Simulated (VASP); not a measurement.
# TiPd3 in VASP: further runs, part 2 of 2

VASP 6.6.1.

## Step 4: Electric field gradients, LDA (volume scaled by 0.96)

Input file INCAR:

```
SYSTEM = TiPd3
ALGO = Normal ; EDIFF = 1E-8
ENCUT = 520 ; GGA = CA
ISIF = 2 ; ISMEAR = -1
LASPH = .True. ; LCHARG = .False.
LEFG = .True. ; LREAL = .False.
LWAVE = .False. ; NBANDS = 29
NELM = 100 ; PREC = Accurate
SIGMA = 0.05
```

Input file KPOINTS:

```
k-points
0
Gamma
  11 11 11
  0 0 0
```

Input file POSCAR:

```
TiPd3
1.0
    3.7683720496      0.0000000000      0.0000000000
    0.0000000000      3.7683720496      0.0000000000
    0.0000000000      0.0000000000      3.7683720496
Ti Pd
1 3
Direct
    0.0000000000      0.0000000000      0.0000000000
    0.0000000000      0.5000000000      0.5000000000
    0.5000000000      0.0000000000      0.5000000000
    0.5000000000      0.5000000000      0.0000000000
```

Potentials or basis: VASP PAW LDA potentials, release 64 (Ti_sv, Pd).

Launch:

```bash
$ cat potpaw_LDA.64/Ti_sv/POTCAR potpaw_LDA.64/Pd/POTCAR > POTCAR
$ mpirun -np 1 vasp_std > vasp.out
```

OUTCAR:

```text
SYSTEM = TiPd3
   EDIFF = 1E-8
   ENCUT = 520
   GGA = CA
   ISIF = 2
   ISMEAR = -1
   LASPH = .True.
   LREAL = .False.
   NELM = 100
   PREC = Accurate

 ion  position               nearest neighbor table
   1  0.000  0.000  0.000-   2 2.66   3 2.66   4 2.66   2 2.66   3 2.66   2 2.66   4 2.66   2 2.66
                             3 2.66   4 2.66   3 2.66   4 2.66
   2  0.000  0.500  0.500-   1 2.66   3 2.66   4 2.66   1 2.66   4 2.66   1 2.66   3 2.66   1 2.66
                             3 2.66   4 2.66   4 2.66   3 2.66
   3  0.500  0.000  0.500-   1 2.66   2 2.66   4 2.66   1 2.66   4 2.66   2 2.66   4 2.66   4 2.66
                             1 2.66   2 2.66   1 2.66   2 2.66
   4  0.500  0.500  0.000-   1 2.66   2 2.66   3 2.66   2 2.66   3 2.66   1 2.66   3 2.66   3 2.66
                             1 2.66   2 2.66   2 2.66   1 2.66
[... 1002 lines left out ...]
   1       0.000    -0.000    -0.000    -0.000    -0.000     0.000
   2     -66.306    33.153    33.153    -0.000    -0.000     0.000
   3      33.153   -66.306    33.153    -0.000     0.000    -0.000
   4      33.153    33.153   -66.306    -0.000     0.000     0.000
---------------------------------------------------------------------

 Electric field gradients after diagonalization (V/A^2)
 (convention: |V_zz| > |V_xx| > |V_yy|)
----------------------------------------------------------------------
 ion       V_xx      V_yy      V_zz     asymmetry (V_yy - V_xx)/ V_zz
----------------------------------------------------------------------
   1      -0.000    -0.000     0.000       0.266
   2      33.153    33.153   -66.306       0.000
   3      33.153    33.153   -66.306       0.000
   4      33.153    33.153   -66.306       0.000
----------------------------------------------------------------------

           NMR quadrupolar parameters

 Cq : quadrupolar parameter    Cq=e*Q*V_zz/h
 eta: asymmetry parameters     (V_yy - V_xx)/ V_zz
 Q  : nuclear electric quadrupole moment in mb (millibarn)
----------------------------------------------------------------------
 ion       Cq(MHz)       eta       Q (mb)
----------------------------------------------------------------------
   1       0.000       0.266       1.000
   2      -0.160       0.000       1.000
   3      -0.160       0.000       1.000
   4      -0.160       0.000       1.000
----------------------------------------------------------------------
```

OSZICAR:

```text
N       E                     dE             d eps       ncg     rms          rms(c)
DAV:   1     0.381036919557E+03    0.38104E+03   -0.21151E+04  3248   0.160E+03
DAV:   2    -0.102498244697E+02   -0.39129E+03   -0.37339E+03  3358   0.417E+02
DAV:   3    -0.331287110635E+02   -0.22879E+02   -0.22127E+02  3909   0.101E+02
DAV:   4    -0.339379004062E+02   -0.80919E+00   -0.80675E+00  4101   0.169E+01
DAV:   5    -0.339606139200E+02   -0.22714E-01   -0.22712E-01  3852   0.278E+00    0.195E+01
DAV:   6    -0.316783917304E+02    0.22822E+01   -0.10010E+01  3418   0.302E+01    0.122E+01
DAV:   7    -0.313278773674E+02    0.35051E+00   -0.12976E+01  3593   0.279E+01    0.773E+00
DAV:   8    -0.307110251736E+02    0.61685E+00   -0.10503E+00  3496   0.967E+00    0.259E+00
DAV:   9    -0.307193412122E+02   -0.83160E-02   -0.23158E-01  4618   0.295E+00    0.128E+00
DAV:  10    -0.306987542983E+02    0.20587E-01   -0.59331E-02  3671   0.214E+00    0.311E-01
DAV:  11    -0.306986543649E+02    0.99933E-04   -0.14927E-03  3641   0.297E-01    0.213E-01
DAV:  12    -0.306980386961E+02    0.61567E-03   -0.18763E-03  3853   0.369E-01    0.187E-02
DAV:  13    -0.306980434581E+02   -0.47620E-05   -0.47861E-05  3555   0.531E-02    0.168E-02
DAV:  14    -0.306980422195E+02    0.12386E-05   -0.14910E-05  3799   0.294E-02    0.708E-03
DAV:  15    -0.306980418614E+02    0.35808E-06   -0.16889E-06  3613   0.113E-02    0.949E-04
DAV:  16    -0.306980418496E+02    0.11873E-07   -0.98567E-08  4034   0.218E-03    0.358E-04
DAV:  17    -0.306980418487E+02    0.91495E-09   -0.71157E-09  1979   0.664E-04
   1 F= -.30698042E+02 E0= -.30692583E+02  d E =-.109186E-01
```

stdout:

```text
POSCAR found type information on POSCAR TiPd
 POSCAR found :  2 types and       4 ions
 scaLAPACK will be used
 LDA part: xc-table for (Slater(with rela. corr.)+CA(PZ))
 , standard interpolation
 POSCAR, INCAR and KPOINTS ok, starting setup
 FFT: planning ... GRIDC
 FFT: planning ... GRID_SOFT
 FFT: planning ... GRID
 WAVECAR not read
 entering main loop
ion   1

ion   2

ion   3

ion   4
```

It took 94 s on 1 thread of AMD EPYC 7R43 (Zen 3), shared host; peak memory 0.16 GiB.

What came out:

```
Free energy            : -30.6980 eV
Pressure               : 13.6 GPa
Band gap on the k mesh : zero (band 21 reaches 13.60 eV, above the bottom of band 22 at 12.16 eV)
```

Electric field gradients, principal values (V/Å²):
```tsv
atom	least	middle	greatest (by size)
1 Ti	0.000	0.000	0.000
2 Pd	33.153	33.153	-66.306
3 Pd	33.153	33.153	-66.306
4 Pd	33.153	33.153	-66.306
```

Caveat: without QUAD_EFG the Cq values of the log hold for a quadrupole moment of 1 mb, not for the nuclei.

## Step 5: Electric field gradients, LDA (volume scaled by 0.96)

Input file INCAR:

```
SYSTEM = TiPd3
PREC = Accurate
ENCUT = 520
EDIFF = 1E-8
ISMEAR = -1
SIGMA = 0.05
LREAL = .False.
LASPH = .True.
NELM = 80
ALGO = Normal
ISIF = 2
LWAVE = .False.
LCHARG = .False.
LEFG = .True.
NBANDS = 29
```

Input file KPOINTS:

```
Automatic mesh
0
Gamma
  11 11 11
  0 0 0
```

POSCAR is that of step 4.

Potentials or basis: VASP PAW LDA potentials, release 64 (Ti_sv, Pd).

Launch:

```bash
$ cat potpaw_LDA.64/Ti_sv/POTCAR potpaw_LDA.64/Pd/POTCAR > POTCAR
$ mpirun -np 1 vasp_std > vasp.out
```

OUTCAR:

```text
SYSTEM = TiPd3
   PREC = Accurate
   ENCUT = 520
   EDIFF = 1E-8
   ISMEAR = -1
   LREAL = .False.
   LASPH = .True.
   NELM = 80
   ISIF = 2

 ion  position               nearest neighbor table
   1  0.000  0.000  0.000-   2 2.66   3 2.66   4 2.66   2 2.66   3 2.66   2 2.66   4 2.66   2 2.66
                             3 2.66   4 2.66   3 2.66   4 2.66
   2  0.000  0.500  0.500-   1 2.66   3 2.66   4 2.66   1 2.66   4 2.66   1 2.66   3 2.66   1 2.66
                             3 2.66   4 2.66   4 2.66   3 2.66
   3  0.500  0.000  0.500-   1 2.66   2 2.66   4 2.66   1 2.66   4 2.66   2 2.66   4 2.66   4 2.66
                             1 2.66   2 2.66   1 2.66   2 2.66
   4  0.500  0.500  0.000-   1 2.66   2 2.66   3 2.66   2 2.66   3 2.66   1 2.66   3 2.66   3 2.66
                             1 2.66   2 2.66   2 2.66   1 2.66

  LATTYP: Found a simple cubic cell.
 ALAT       =     3.7683720496

  Lattice vectors:

 A1 = (   3.7683720496,   0.0000000000,   0.0000000000)
 A2 = (   0.0000000000,   3.7683720496,   0.0000000000)
 A3 = (   0.0000000000,   0.0000000000,   3.7683720496)

Analysis of symmetry for initial positions (statically):
=====================================================================
[... 976 lines left out ...]
      1.88419      1.88419      0.00000         0.000000      0.000000      0.000000
 -----------------------------------------------------------------------------------
    total drift:                                0.000000      0.000000      0.000000

  FREE ENERGIE OF THE ION-ELECTRON SYSTEM (eV)
  ---------------------------------------------------
  free  energy   TOTEN  =       -30.6980418487 eV

  energy  without entropy=      -30.6871232408  energy(sigma->0) =      -30.69258254

 Electric field gradients (V/A^2)
---------------------------------------------------------------------
 ion       V_xx      V_yy      V_zz      V_xy      V_xz      V_yz
---------------------------------------------------------------------
   1       0.000    -0.000    -0.000    -0.000    -0.000     0.000
   2     -66.306    33.153    33.153    -0.000    -0.000     0.000
   3      33.153   -66.306    33.153    -0.000     0.000    -0.000
   4      33.153    33.153   -66.306    -0.000     0.000     0.000
---------------------------------------------------------------------

 Electric field gradients after diagonalization (V/A^2)
 (convention: |V_zz| > |V_xx| > |V_yy|)
----------------------------------------------------------------------
 ion       V_xx      V_yy      V_zz     asymmetry (V_yy - V_xx)/ V_zz
----------------------------------------------------------------------
   1      -0.000    -0.000     0.000       0.266
   2      33.153    33.153   -66.306       0.000
   3      33.153    33.153   -66.306       0.000
   4      33.153    33.153   -66.306       0.000
----------------------------------------------------------------------

           NMR quadrupolar parameters

 Cq : quadrupolar parameter    Cq=e*Q*V_zz/h
 eta: asymmetry parameters     (V_yy - V_xx)/ V_zz
 Q  : nuclear electric quadrupole moment in mb (millibarn)
----------------------------------------------------------------------
 ion       Cq(MHz)       eta       Q (mb)
----------------------------------------------------------------------
   1       0.000       0.266       1.000
   2      -0.160       0.000       1.000
   3      -0.160       0.000       1.000
   4      -0.160       0.000       1.000
----------------------------------------------------------------------
```

OSZICAR:

```text
N       E                     dE             d eps       ncg     rms          rms(c)
DAV:   1     0.381036919557E+03    0.38104E+03   -0.21151E+04  3248   0.160E+03
DAV:   2    -0.102498244697E+02   -0.39129E+03   -0.37339E+03  3358   0.417E+02
DAV:   3    -0.331287110635E+02   -0.22879E+02   -0.22127E+02  3909   0.101E+02
DAV:   4    -0.339379004062E+02   -0.80919E+00   -0.80675E+00  4101   0.169E+01
DAV:   5    -0.339606139200E+02   -0.22714E-01   -0.22712E-01  3852   0.278E+00    0.195E+01
DAV:   6    -0.316783917304E+02    0.22822E+01   -0.10010E+01  3418   0.302E+01    0.122E+01
DAV:   7    -0.313278773674E+02    0.35051E+00   -0.12976E+01  3593   0.279E+01    0.773E+00
DAV:   8    -0.307110251736E+02    0.61685E+00   -0.10503E+00  3496   0.967E+00    0.259E+00
DAV:   9    -0.307193412122E+02   -0.83160E-02   -0.23158E-01  4618   0.295E+00    0.128E+00
DAV:  10    -0.306987542983E+02    0.20587E-01   -0.59331E-02  3671   0.214E+00    0.311E-01
DAV:  11    -0.306986543649E+02    0.99933E-04   -0.14927E-03  3641   0.297E-01    0.213E-01
DAV:  12    -0.306980386961E+02    0.61567E-03   -0.18763E-03  3853   0.369E-01    0.187E-02
DAV:  13    -0.306980434581E+02   -0.47620E-05   -0.47861E-05  3555   0.531E-02    0.168E-02
DAV:  14    -0.306980422195E+02    0.12386E-05   -0.14910E-05  3799   0.294E-02    0.708E-03
DAV:  15    -0.306980418614E+02    0.35808E-06   -0.16889E-06  3613   0.113E-02    0.949E-04
DAV:  16    -0.306980418496E+02    0.11873E-07   -0.98567E-08  4034   0.218E-03    0.358E-04
DAV:  17    -0.306980418487E+02    0.91495E-09   -0.71157E-09  1979   0.664E-04
   1 F= -.30698042E+02 E0= -.30692583E+02  d E =-.109186E-01
```

It took 82 s on 1 thread of AMD EPYC 7R43 (Zen 3), shared host; peak memory 0.16 GiB.

Results:

| Item | Value |
| --- | --- |
| Free energy | -30.6980 eV |
| Pressure | 13.6 GPa |
| Band gap on the k mesh | zero (band 21 reaches 13.60 eV, above the bottom of band 22 at 12.16 eV) |

Electric field gradients, principal values (V/Å²):
| atom | least | middle | greatest (by size) |
| --- | --- | --- | --- |
| 1 Ti | 0.000 | 0.000 | 0.000 |
| 2 Pd | 33.153 | 33.153 | -66.306 |
| 3 Pd | 33.153 | 33.153 | -66.306 |
| 4 Pd | 33.153 | 33.153 | -66.306 |

Caveat: without QUAD_EFG the Cq values of the log hold for a quadrupole moment of 1 mb, not for the nuclei.

## Step 6: Overview

| cell | gap on the mesh (eV) | pressure (GPa) |
| --- | --- | --- |
| a = 3.820 Å, angles 91.1°, 4 atoms | none | 3.1 |
| a = 3.820 Å, angles 88.8°, 4 atoms | none | 3.1 |
| a = 3.768 Å, 4 atoms | none | 13.6 |

Alike in all rows: task electric field gradients; level LDA; potentials or basis VASP PAW LDA potentials, release 64 (Ti_sv, Pd); no spin polarisation; k mesh 11 × 11 × 11; cutoff (eV) 520; smearing fermi-dirac 0.05 eV.

Total energies depend on the potentials used, so only differences within one code and one set of settings carry meaning.
